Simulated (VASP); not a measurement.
# Au2I3 (P-3m1) in VASP: a series of runs

Au2I3 is run at these levels: PBE; tasks: single point, relaxation of cell and atoms.

All numbers are computed with VASP 6.6.1; they aren't measurements. Logs are shortened: lines on timing, memory, paths and dates and some standing lists are left out, and cuts for length are marked.

### Step 1. The cell of the first run

It takes space group P-3m1 (No. 164, trigonal). Conventional cell: a = 4.302 Å, b = 4.302 Å, c = 10.363 Å, α = 90.00°, β = 90.00°, γ = 120.00°. Within 3.8 Å of Au (site symmetry 3m) lie 6 I at 2.87 to 3.08 Å. I (site symmetry -3m) has 6 Au at 3.08 Å within 4.0 Å. I (site symmetry 3m) has 3 Au at 2.87 Å within 3.8 Å.

### Step 2. Single point, PBE

INCAR reads:

```
  PREC = Accurate
  ENCUT = 520
  EDIFF = 1E-6
  ISMEAR = 0
  SIGMA = 0.1
  LREAL = False
  LASPH = True
  NELM = 80
  ALGO = Normal
  ISIF = 2
  LWAVE = False
  LCHARG = True
  GGA = PE
  LELF = True
  LVHAR = True
  NBANDS = 30
```

KPOINTS reads:

```
Automatic mesh
0
Gamma
  6 6 2
```

POSCAR reads:

```
Au2I3
1.0
    4.3024726538      0.0000000000      0.0000000000
   -2.1512363269      3.7260506173      0.0000000000
    0.0000000000      0.0000000000     10.3630703990
Au I
2 3
Direct
    0.3333333333      0.6666666667      0.1751511840
    0.6666666667      0.3333333333      0.8248488160
    0.0000000000      0.0000000000      0.0000000000
    0.3333333333      0.6666666667      0.6860520601
    0.6666666667      0.3333333333      0.3139479399
```

Potentials or basis: VASP PAW PBE potentials, release 64 (Au, I).

Launch:

```console
$ cat potpaw_PBE.64/Au/POTCAR potpaw_PBE.64/I/POTCAR > POTCAR
$ mpirun -np 1 vasp_std > vasp.out
```

OUTCAR:

```text
PREC = Accurate
   ENCUT = 520
   EDIFF = 1E-6
   ISMEAR = 0
   LREAL = False
   LASPH = True
   NELM = 80
   ISIF = 2
   GGA = PE

 ion  position               nearest neighbor table
   1  0.333  0.667  0.175-   5 2.87   5 2.87   5 2.87   3 3.08   3 3.08   3 3.08
   2  0.667  0.333  0.825-   4 2.87   4 2.87   4 2.87   3 3.08   3 3.08   3 3.08
   3  0.000  0.000  0.000-   1 3.08   2 3.08   2 3.08   1 3.08   2 3.08   1 3.08
   4  0.333  0.667  0.686-   2 2.87   2 2.87   2 2.87
   5  0.667  0.333  0.314-   1 2.87   1 2.87   1 2.87

  LATTYP: Found a hexagonal cell.
 ALAT       =     4.3024726538
 C/A-ratio  =     2.4086313227

  Lattice vectors:

 A1 = (   4.3024726538,   0.0000000000,   0.0000000000)
 A2 = (  -2.1512363269,   3.7260506173,   0.0000000000)
 A3 = (   0.0000000000,   0.0000000000,  10.3630703990)

Analysis of symmetry for initial positions (statically):
=====================================================================
 Subroutine PRICEL returns:
 Original cell was already a primitive cell.

 Routine SETGRP: Setting up the symmetry group for a
 hexagonal supercell.

 Subroutine GETGRP returns: Found 12 space group operations
 (whereof 12 operations were pure point group operations)
 out of a pool of 24 trial point group operations.

The static configuration has the point symmetry D_3d.

Analysis of symmetry for dynamics (positions and initial velocities):
=====================================================================
 Subroutine PRICEL returns:
 Original cell was already a primitive cell.

 Routine SETGRP: Setting up the symmetry group for a
 hexagonal supercell.

 Subroutine GETGRP returns: Found 12 space group operations
 (whereof 12 operations were pure point group operations)
 out of a pool of 24 trial point group operations.

The dynamic configuration has the point symmetry D_3d.

 Subroutine INISYM returns: Found 12 space group operations
 (whereof 12 operations are pure point group operations),
 and found     1 'primitive' translations

----------------------------------------------------------------------------------------

                                     Primitive cell

  volume of cell :     166.1328

  direct lattice vectors                    reciprocal lattice vectors
     4.302472654  0.000000000  0.000000000     0.232424487  0.134190340  0.000000000
    -2.151236327  3.726050617  0.000000000     0.000000000  0.268380680  0.000000000
     0.000000000  0.000000000 10.363070399     0.000000000  0.000000000  0.096496498

  length of vectors
     4.302472654  4.302472654 10.363070399     0.268380680  0.268380680  0.096496498

  position of ions in fractional coordinates (direct lattice)
     0.333333333  0.666666667  0.175151184
     0.666666667  0.333333333  0.824848816
     0.000000000  0.000000000  0.000000000
     0.333333333  0.666666667  0.686052060
     0.666666667  0.333333333  0.313947940

  ion indices of the primitive-cell ions
   primitive index   ion index
                 1           1
                 2           2
                 3           3
                 4           4
                 5           5

----------------------------------------------------------------------------------------

 KPOINTS: Automatic mesh

Automatic generation of k-mesh.
 Grid dimensions read from file:
 generate k-points for:    6    6    2

 Generating k-lattice:

  Cartesian coordinates                     Fractional coordinates (reciprocal lattice)
     0.038737415  0.022365057  0.000000000     0.166666667  0.000000000  0.000000000
     0.000000000  0.044730113  0.000000000     0.000000000  0.166666667  0.000000000
     0.000000000  0.000000000  0.048248249     0.000000000  0.000000000  0.500000000

  Length of vectors
     0.044730113  0.044730113  0.048248249

  Shift w.r.t. Gamma in fractional coordinates (k-lattice)
     0.000000000  0.000000000  0.000000000

 Subroutine IBZKPT returns following result:
 ===========================================

 Found     14 irreducible k-points:

 Following reciprocal coordinates:
            Coordinates               Weight
  0.000000  0.000000  0.000000      1.000000
  0.166667  0.000000  0.000000      6.000000
  0.333333  0.000000  0.000000      6.000000
  0.500000  0.000000  0.000000      3.000000
  0.166667  0.166667  0.000000      6.000000
  0.333333  0.166667  0.000000     12.000000
  0.333333  0.333333  0.000000      2.000000
  0.000000  0.000000  0.500000      1.000000
  0.166667  0.000000  0.500000      6.000000
  0.333333  0.000000  0.500000      6.000000
  0.500000  0.000000  0.500000      3.000000
  0.166667  0.166667  0.500000      6.000000
  0.333333  0.166667  0.500000     12.000000
  0.333333  0.333333  0.500000      2.000000
   k-points           NKPTS =     14   k-points in BZ     NKDIM =     14   number of bands    NBANDS=     30
   number of dos      NEDOS =    301   number of ions     NIONS =      5
   total plane-waves  NPLWV =  81920
   dimension x,y,z NGX =    32 NGY =   32 NGZ =   80
   dimension x,y,z NGXF=    64 NGYF=   64 NGZF=  160
   ions per type =               2   3
   NGX,Y,Z   is equivalent  to a cutoff of  12.36, 12.36, 12.83 a.u.
   NGXF,Y,Z  is equivalent  to a cutoff of  24.73, 24.73, 25.67 a.u.
 SYSTEM =  unknown system
   PREC   = accura    normal or accurate (medium, high low for compatibility)
   ISTART =      0    job   : 0-new  1-cont  2-samecut
   ICHARG =      2    charge: 1-file 2-atom 10-const
   ISPIN  =      1    spin polarized calculation?
   LNONCOLLINEAR =      F non collinear calculations
   LSORBIT =      F    spin-orbit coupling
   LASPH  =      T    aspherical Exc in radial PAW
   ENCUT  =  520.0 eV  38.22 Ry    6.18 a.u.   8.00  8.00 19.27*2*pi/ulx,y,z
   NELM   =     80;   NELMIN=  2; NELMDL= -5     # of ELM steps
   EDIFF  = 0.1E-05   stopping-criterion for ELM
   LREAL  =      F    real-space projection
   EDIFFG = 0.1E-04   stopping-criterion for IOM
   NSW    =      0    number of steps for IOM
   IBRION =     -1    ionic relax: 0-MD 1-quasi-New 2-CG
   NFREE  =      0    steps in history (QN), initial steepest desc. (CG)
   ISIF   =      2    stress and relaxation
   ISYM   =      2    0-nonsym 1-usesym 2-fastsym
   POTIM  = 0.5000    time-step for ionic-motion
   TEBEG  =    0.0;   TEEND  =   0.0 temperature during run
   PSTRESS=    0.0 pullay stress
   NELECT =      43.0000    total number of electrons
   NUPDOWN=      -1.0000    fix difference up-down
   EMIN   =  10.00;   EMAX   =-10.00  energy-range for DOS
   EFERMI =   0.00;   METHOD = LEGACY
   ISMEAR =     0;   SIGMA  =   0.10  broadening in eV -4-tet -1-fermi 0-gaus
   EFERMI_NEDOS =   21; number of points for ismear=-14 and -15
   IALGO  =     38    algorithm
   IMIX   =      4    mixing-type and parameters
     AMIX     =   0.40;   BMIX     =  1.00
     AMIX_MAG =   1.60;   BMIX_MAG =  1.00
  volume/ion in A,a.u.               =      33.23       224.22
  Fermi-wavevector in a.u.,A,eV,Ry     =   1.043308  1.971566 14.809827  1.088492
  Thomas-Fermi vector in A             =   2.178011
   LORBIT       =      0    0 simple, 1 ext, 2 COOP (PROOUT), +10 PAW based schemes
   GGA     = PE    functional components
   LHFCALC =     F    Hartree Fock is set to
   AEXX    =    0.0000 exact exchange contribution
   IVDW    =     0    specifies the selected vdW correction
   LEPSILON=     F    determine dielectric tensor
   LRPA    =     F    only Hartree local field effects (RPA)
 non-spin polarized calculation
 Gauss-broadening in eV      SIGMA  =   0.10
  energy-cutoff  :      520.00
  volume of cell :      166.13
 maximum number of plane-waves:      4506
 NGX is ok and might be reduce to    32
   NGX = 15   NGY = 15   NGZ = 39

 number of electron      43.0000000 magnetization

 Free energy of the ion-electron system (eV)
  ---------------------------------------------------
  ext. energy  EPLUGINS =         0.00000000
  ---------------------------------------------------
  free energy    TOTEN  =       -10.66668121 eV

  energy without entropy =      -10.63401953  energy(sigma->0) =      -10.65035037

 E-fermi :   4.1823     XC(G=0):  -8.9011

 val. band max:        4.1588580779   @ k =   0.3333   0.1667   0.0000
 cond. band min:       4.1918150074   @ k =   0.3333   0.0000   0.0000
 fundamental gap:      0.0329569295
 Fermi energy:         4.1823427530

 k-point     1 :       0.0000    0.0000    0.0000
  band No.  band energies     occupation
      1      -9.3418      2.00000
      2      -8.6717      2.00000
      3      -8.4973      2.00000
      4      -1.1018      2.00000
      5      -0.4662      2.00000
      6      -0.4662      2.00000
[... 22 lines left out ...]
     29      10.8902      0.00000
     30      10.8902      0.00000

 k-point     2 :       0.1667    0.0000    0.0000
  band No.  band energies     occupation
      1      -9.2114      2.00000
      2      -8.5887      2.00000
      3      -8.4693      2.00000
      4      -1.0861      2.00000
      5      -0.5419      2.00000
      6      -0.4002      2.00000
[... 22 lines left out ...]
     29      11.0265      0.00000
     30      11.1489      0.00000

 k-point     3 :       0.3333    0.0000    0.0000
  band No.  band energies     occupation
      1      -8.9244      2.00000
      2      -8.4182      2.00000
      3      -8.4066      2.00000
      4      -1.1611      2.00000
      5      -0.8357      2.00000
      6      -0.3312      2.00000
[... 22 lines left out ...]
     29      10.5613      0.00000
     30      11.2133      0.00000

 k-point     4 :       0.5000    0.0000    0.0000
  band No.  band energies     occupation
      1      -8.7672      2.00000
      2      -8.3661      2.00000
      3      -8.3326      2.00000
      4      -1.5563      2.00000
      5      -0.6483      2.00000
      6      -0.4177      2.00000
[... 286 lines left out ...]
     29      11.0317      0.00000
     30      11.0902      0.00000

 k-point    13 :       0.3333    0.1667    0.5000
  band No.  band energies     occupation
      1      -8.7781      2.00000
      2      -8.3652      2.00000
      3      -8.3247      2.00000
      4      -1.3164      2.00000
      5      -0.7525      2.00000
      6      -0.3409      2.00000
[... 22 lines left out ...]
     29      11.0618      0.00000
     30      11.3848      0.00000

 k-point    14 :       0.3333    0.3333    0.5000
  band No.  band energies     occupation
      1      -8.7166      2.00000
      2      -8.3026      2.00000
      3      -8.3026      2.00000
      4      -0.9983      2.00000
      5      -0.9983      2.00000
      6      -0.3482      2.00000
[... 22 lines left out ...]
     29      11.2461      0.00000
     30      11.2461      0.00000

------------------------ aborting loop because EDIFF is reached ----------------------------------------

  FORCE on cell =-STRESS in cart. coord.  units (eV):
  Direction    XX          YY          ZZ          XY          YZ          ZX
  --------------------------------------------------------------------------------------
  -------------------------------------------------------------------------------------
  Total       -0.0004772     -0.0004772      0.0743596      0.0000000      0.0000000      0.0000000
  in kB       -0.0046023     -0.0046023      0.7171205      0.0000000      0.0000000      0.0000000
  external PRESSURE =       0.2359720 kB  Pullay stress =       0.0000000 kB

 VOLUME and BASIS-vectors are now :
 -----------------------------------------------------------------------------
  energy-cutoff  :      520.00
  volume of cell :      166.13
      direct lattice vectors                 reciprocal lattice vectors
     4.302472654  0.000000000  0.000000000     0.232424487  0.134190340  0.000000000
    -2.151236327  3.726050617  0.000000000     0.000000000  0.268380680  0.000000000
     0.000000000  0.000000000 10.363070399     0.000000000  0.000000000  0.096496498

 POSITION                                       TOTAL-FORCE (eV/Angst)
 -----------------------------------------------------------------------------------
     -0.00000      2.48403      1.81510        -0.000000      0.000000      0.010733
      2.15124      1.24202      8.54797         0.000000     -0.000000     -0.010733
      0.00000      0.00000      0.00000        -0.000000      0.000000      0.000000
     -0.00000      2.48403      7.10961         0.000000     -0.000000      0.016754
      2.15124      1.24202      3.25346         0.000000      0.000000     -0.016754
 -----------------------------------------------------------------------------------
    total drift:                               -0.000000      0.000000     -0.000000

  FREE ENERGIE OF THE ION-ELECTRON SYSTEM (eV)
  ---------------------------------------------------
  free  energy   TOTEN  =       -10.6666812069 eV

  energy  without entropy=      -10.6340195308  energy(sigma->0) =      -10.65035037
```

It took 64 s on 1 thread of Intel Xeon Platinum 8488C (Sapphire Rapids), shared host; peak memory 0.29 GiB.

What came out:

```yaml
Free_energy: -10.6667 eV
Pressure: 0.0 GPa
Largest_force: 0.017 eV/Å
```

Forces on the atoms (eV/Å):
```
Au   0.000  0.000  0.011
Au   0.000  0.000 -0.011
I    0.000  0.000  0.000
I    0.000  0.000  0.017
I    0.000  0.000 -0.017
```

Levels at points of the mesh, in eV from the Fermi level:
| k point | band 19 | band 20 | band 21 | band 22 | band 23 | band 24 |
| --- | --- | --- | --- | --- | --- | --- |
| (0.00, 0.00, 0.00) | -0.45 | -0.45 | 0.19 | 0.19 | 1.09 | 3.09 |
| (0.50, 0.00, 0.00) | -1.51 | -1.08 | -0.15 | 0.04 | 0.54 | 3.02 |
| (0.00, 0.00, 0.50) | -0.39 | -0.39 | 0.15 | 0.15 | 1.82 | 2.69 |
| (0.50, 0.00, 0.50) | -1.72 | -1.19 | 0.08 | 0.13 | 0.86 | 2.63 |

Caveat: spin-orbit coupling is left out, which moves the levels of the heavy elements; this functional lacks dispersion, which binds the layers, so the pressure and a relaxed spacing across them are unreliable; an odd number of electrons without spin polarisation forces a metal; a magnetic or distorted state may lie lower.

### Step 3. Single point, PBE

This run uses another cell than the first one, of 32.14 Å³/atom, 0.967 times its volume.

INCAR reads:

```
ALGO = Normal
EDIFF = 1E-6
ENCUT = 520
GGA = PE
ISIF = 2
ISMEAR = 0
LASPH = True
LCHARG = False
LREAL = False
LWAVE = False
NBANDS = 30
NELM = 100
PREC = Accurate
SIGMA = 0.1
```

KPOINTS reads:

```
k-points
0
Gamma
  6 6 4
```

POSCAR reads:

```
Au2I3
1.0
    4.9222267899      0.0000000000      0.0000000000
   -2.4611133949      4.2627734432      0.0000000000
    0.0000000000      0.0000000000      7.6581853355
Au I
2 3
Direct
    0.3333333333      0.6666666667      0.2450000000
    0.6666666667      0.3333333333      0.7550000000
    0.0000000000      0.0000000000      0.0000000000
    0.3333333333      0.6666666667      0.6450000000
    0.6666666667      0.3333333333      0.3550000000
```

Potentials or basis: VASP PAW PBE potentials, release 64 (Au, I).

Launch:

```console
$ cat potpaw_PBE.64/Au/POTCAR potpaw_PBE.64/I/POTCAR > POTCAR
$ mpirun -np 1 vasp_std > vasp.out
```

Run time: 2 min. Hardware: 1 thread of Intel Xeon Platinum 8488C (Sapphire Rapids), shared host; peak memory 0.34 GiB.

It converged, with:

| Item | Value |
| --- | --- |
| Free energy | -9.3009 eV |
| Pressure | -0.3 GPa |
| Largest force | 0.861 eV/Å |

Forces in eV/Å, atoms in the order of the input:
```
Au   0.000  0.000 -0.045
Au   0.000  0.000  0.045
I    0.000  0.000  0.000
I    0.000  0.000  0.861
I    0.000  0.000 -0.861
```

Stress tensor (GPa, compression positive):
```
-1.86  0.00  0.00
 0.00 -1.86  0.00
 0.00  0.00  2.97
```

Levels at points of the mesh, in eV from the Fermi level:
| k point | band 20 | band 21 | band 22 | band 23 | band 24 | band 25 |
| --- | --- | --- | --- | --- | --- | --- |
| (0.00, 0.00, 0.00) | -0.65 | -0.14 | -0.14 | 0.01 | 2.01 | 5.01 |
| (0.50, 0.00, 0.00) | -0.86 | -0.20 | 0.12 | 0.89 | 2.84 | 5.36 |
| (0.00, 0.00, 0.50) | -0.36 | -0.29 | -0.29 | 1.74 | 2.03 | 3.13 |
| (0.50, 0.00, 0.50) | -0.68 | 0.00 | 0.08 | 1.56 | 2.09 | 4.52 |

Caveat: spin-orbit coupling is left out, which moves the levels of the heavy elements; an odd number of electrons without spin polarisation forces a metal; a magnetic or distorted state may lie lower.

(Continued in part 2 of 2.)
